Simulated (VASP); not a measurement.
Runs of VASP 6.6.1 on AgCl. The structure is that of space group I4mm (No. 107), or close to it. The cells are those of the table. 

```csv
cell,gap on the mesh (eV),pressure (GPa),largest force (eV/Å)
"a = 3.942, b = 3.942, c = 3.916 Å, angles 60.2, 60.2, 59.6°, 2 atoms",0.91,1.6,0.24
"a = 3.995, b = 3.995, c = 4.021 Å, angles 59.8, 59.8, 60.4°, 2 atoms",1.35,18.5,7.60
"a = 3.890, b = 3.890, c = 3.810 Å, angles 60.7, 60.7, 58.6°, 2 atoms",0.82,4.9,0.39
"a = 3.916, b = 3.916, c = 3.862 Å, angles 60.4, 60.4, 59.1°, 2 atoms",(b),(c),10.93
"a = 3.968 Å, angles 60.0°, 2 atoms",1.37,(a),8.59
```

Alike in all rows: task single point; level PBE; potentials or basis VASP PAW PBE potentials, release 64 (Ag, Cl); no spin polarisation; k mesh 8 × 8 × 8; cutoff (eV) 520; smearing gaussian 0.05 eV.

Q: Fill in the values left out.

A: (a) 21.8; (b) 1.38; (c) 29.9.

Caveats: forces of over 1 eV/Å act on the atoms, so gaps and moduli don't describe the material at rest (some runs).

A k mesh can miss the band edges, and the runs leave out spin-orbit coupling on Ag.
